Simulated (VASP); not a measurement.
# Si2W (Fm-3m) in VASP: further runs, part 2 of 2

VASP 6.6.1. The steps go on from the part before.

**3. Single point, PBE**

This run uses another cell than the first one, of 27.99 Å³/atom, 1.671 times its volume.

File INCAR:

```
SYSTEM = Si2W
PREC = Accurate ; ENCUT = 500
EDIFF = 1E-6 ; ISMEAR = 0
SIGMA = 0.1 ; LREAL = .False.
LASPH = .True. ; NELM = 120
ALGO = Normal ; ISIF = 2
LWAVE = .False. ; LCHARG = .False.
GGA = PE ; NBANDS = 18
GGA_COMPAT = .False.
```

File KPOINTS:

```
regular mesh
0
Gamma
  4 4 4
  0 0 0
```

File POSCAR:

```
Si2W
1.0
    0.0000000000      3.4754541900      3.4754541900
    3.4754541900      0.0000000000      3.4754541900
    3.4754541900      3.4754541900      0.0000000000
Si W
2 1
Direct
    0.2500000000      0.2500000000      0.2500000000
    0.7500000000      0.7500000000      0.7500000000
    0.5000000000      0.5000000000      0.5000000000
```

Potentials or basis: VASP PAW PBE potentials, release 64 (Si, W_sv).

Launch:

```sh
$ cat potpaw_PBE.64/Si/POTCAR potpaw_PBE.64/W_sv/POTCAR > POTCAR
$ mpirun -np 1 vasp_std > vasp.out
```

OUTCAR:

```text
SYSTEM = Si2W
   PREC = Accurate
   ENCUT = 500
   EDIFF = 1E-6
   ISMEAR = 0
   LREAL = .False.
   LASPH = .True.
   NELM = 120
   ISIF = 2
   GGA = PE

 ion  position               nearest neighbor table
   1  0.250  0.250  0.250-   3 3.01   3 3.01   3 3.01   3 3.01
   2  0.750  0.750  0.750-   3 3.01   3 3.01   3 3.01   3 3.01
   3  0.500  0.500  0.500-   1 3.01   1 3.01   1 3.01   1 3.01   2 3.01   2 3.01   2 3.01   2 3.01

  LATTYP: Found a face centered cubic cell.
 ALAT       =     6.9509083800

  Lattice vectors:

 A1 = (   0.0000000000,   3.4754541900,   3.4754541900)
 A2 = (   3.4754541900,   0.0000000000,   3.4754541900)
 A3 = (   3.4754541900,   3.4754541900,   0.0000000000)

Analysis of symmetry for initial positions (statically):
=====================================================================
 Subroutine PRICEL returns:
 Original cell was already a primitive cell.

 Routine SETGRP: Setting up the symmetry group for a
 face centered cubic supercell.

 Subroutine GETGRP returns: Found 48 space group operations
 (whereof 48 operations were pure point group operations)
 out of a pool of 48 trial point group operations.

The static configuration has the point symmetry O_h .

Analysis of symmetry for dynamics (positions and initial velocities):
=====================================================================
 Subroutine PRICEL returns:
 Original cell was already a primitive cell.

 Routine SETGRP: Setting up the symmetry group for a
 face centered cubic supercell.

 Subroutine GETGRP returns: Found 48 space group operations
 (whereof 48 operations were pure point group operations)
 out of a pool of 48 trial point group operations.

The dynamic configuration has the point symmetry O_h .

 Subroutine INISYM returns: Found 48 space group operations
 (whereof 48 operations are pure point group operations),
 and found     1 'primitive' translations

----------------------------------------------------------------------------------------

[... 98 lines left out ...]
  volume/ion in A,a.u.               =      27.99       188.86
  Fermi-wavevector in a.u.,A,eV,Ry     =   1.047597  1.979671 14.931837  1.097459
  Thomas-Fermi vector in A             =   2.182484
   LORBIT       =      0    0 simple, 1 ext, 2 COOP (PROOUT), +10 PAW based schemes
   GGA     = PE    functional components
   LHFCALC =     F    Hartree Fock is set to
   AEXX    =    0.0000 exact exchange contribution
   IVDW    =     0    specifies the selected vdW correction
   LEPSILON=     F    determine dielectric tensor
   LRPA    =     F    only Hartree local field effects (RPA)
 non-spin polarized calculation
 Gauss-broadening in eV      SIGMA  =   0.10
  energy-cutoff  :      500.00
  volume of cell :       83.96
 maximum number of plane-waves:      2148
   NGX = 17   NGY = 17   NGZ = 17

 number of electron      22.0000004 magnetization

 Free energy of the ion-electron system (eV)
  ---------------------------------------------------
  ext. energy  EPLUGINS =         0.00000000
  ---------------------------------------------------
  free energy    TOTEN  =       -18.49728575 eV

  energy without entropy =      -18.46750664  energy(sigma->0) =      -18.48239620

 E-fermi :   3.5072     XC(G=0):  -9.0710

 val. band max:        3.4638334077   @ k =   0.5000   0.0000   0.0000
 cond. band min:       3.5239096909   @ k =   0.5000   0.0000   0.0000
 fundamental gap:      0.0600762832
 Fermi energy:         3.5071815910

 k-point     1 :       0.0000    0.0000    0.0000
  band No.  band energies     occupation
      1     -70.9603      2.00000
      2     -35.0391      2.00000
      3     -35.0391      2.00000
      4     -35.0391      2.00000
      5      -5.3683      2.00000
      6      -0.6150      2.00000
[... 145 lines left out ...]
      5      -3.0747      2.00000
      6      -3.0747      2.00000
[... 10 lines left out ...]
     17       8.1464      0.00000
     18       8.9883      0.00000

------------------------ aborting loop because EDIFF is reached ----------------------------------------

  FORCE on cell =-STRESS in cart. coord.  units (eV):
  Direction    XX          YY          ZZ          XY          YZ          ZX
  --------------------------------------------------------------------------------------
  -------------------------------------------------------------------------------------
  Total      -12.1043173    -12.1043173    -12.1043173     -0.0000000      0.0000000     -0.0000000
  in kB     -230.9862787   -230.9862787   -230.9862787     -0.0000000      0.0000000     -0.0000000
  external PRESSURE =    -230.9862787 kB  Pullay stress =       0.0000000 kB

 VOLUME and BASIS-vectors are now :
 -----------------------------------------------------------------------------
  energy-cutoff  :      500.00
  volume of cell :       83.96
      direct lattice vectors                 reciprocal lattice vectors
     0.000000000  3.475454190  3.475454190    -0.143866088  0.143866088  0.143866088
     3.475454190  0.000000000  3.475454190     0.143866088 -0.143866088  0.143866088
     3.475454190  3.475454190  0.000000000     0.143866088  0.143866088 -0.143866088

 POSITION                                       TOTAL-FORCE (eV/Angst)
 -----------------------------------------------------------------------------------
      1.73773      1.73773      1.73773         0.000000      0.000000      0.000000
      5.21318      5.21318      5.21318        -0.000000     -0.000000     -0.000000
      3.47545      3.47545      3.47545         0.000000     -0.000000     -0.000000
 -----------------------------------------------------------------------------------
    total drift:                                0.000000      0.000000      0.000000

  FREE ENERGIE OF THE ION-ELECTRON SYSTEM (eV)
  ---------------------------------------------------
  free  energy   TOTEN  =       -18.4972857529 eV

  energy  without entropy=      -18.4675066442  energy(sigma->0) =      -18.48239620
```

OSZICAR:

```text
N       E                     dE             d eps       ncg     rms          rms(c)
DAV:   1     0.106662271518E+03    0.10666E+03   -0.12032E+04   344   0.106E+03
DAV:   2    -0.159784828763E+02   -0.12264E+03   -0.11996E+03   358   0.253E+02
DAV:   3    -0.201105781975E+02   -0.41321E+01   -0.40038E+01   368   0.434E+01
DAV:   4    -0.201816617747E+02   -0.71084E-01   -0.70951E-01   358   0.549E+00
DAV:   5    -0.201827426762E+02   -0.10809E-02   -0.10808E-02   384   0.811E-01    0.986E+00
DAV:   6    -0.200503160544E+02    0.13243E+00   -0.30165E+01   318   0.205E+01    0.744E+00
DAV:   7    -0.185728177784E+02    0.14775E+01   -0.11919E+01   322   0.123E+01    0.265E+00
DAV:   8    -0.185013832073E+02    0.71435E-01   -0.45547E-01   320   0.362E+00    0.585E-01
DAV:   9    -0.184968363434E+02    0.45469E-02   -0.25313E-02   354   0.675E-01    0.377E-01
DAV:  10    -0.184974367693E+02   -0.60043E-03   -0.25633E-03   328   0.346E-01    0.187E-01
DAV:  11    -0.184973237170E+02    0.11305E-03   -0.26161E-03   314   0.274E-01    0.649E-02
DAV:  12    -0.184973100152E+02    0.13702E-04   -0.84749E-04   320   0.106E-01    0.492E-02
DAV:  13    -0.184972908148E+02    0.19200E-04   -0.35226E-04   316   0.836E-02    0.178E-02
DAV:  14    -0.184972854588E+02    0.53561E-05   -0.22602E-05   336   0.253E-02    0.329E-03
DAV:  15    -0.184972857529E+02   -0.29408E-06   -0.22625E-06   266   0.780E-03
   1 F= -.18497286E+02 E0= -.18482396E+02  d E =-.297791E-01
```

It took 12 s on 1 thread of Intel Xeon 6975P-C (Granite Rapids), shared host; peak memory 0.2 GiB.

Results:

- Free energy: -18.4973 eV
- Pressure: -23.1 GPa
- Band gap on the k mesh: zero (band 11 reaches 3.57 eV, above the bottom of band 12 at 2.95 eV)

Levels at points of the mesh, in eV from the Fermi level:
```tsv
k point	band 7	band 8	band 9	band 10	band 11	band 12	band 13	band 14	band 15	band 16
(0.00, 0.00, 0.00)	-2.50	-2.50	-2.50	-0.21	-0.21	2.29	2.29	2.29	3.97	3.97
(0.50, 0.00, 0.00)	-1.98	-1.98	-1.77	-0.04	-0.04	0.02	0.02	0.49	1.97	3.97
(0.50, 0.50, 0.00)	-4.22	-1.74	-1.74	-0.62	-0.62	-0.56	0.28	1.79	4.11	4.24
```

Caveat: the k points lie up to 0.39 Å⁻¹ apart; spin-orbit coupling is left out, which moves the levels of the heavy elements.
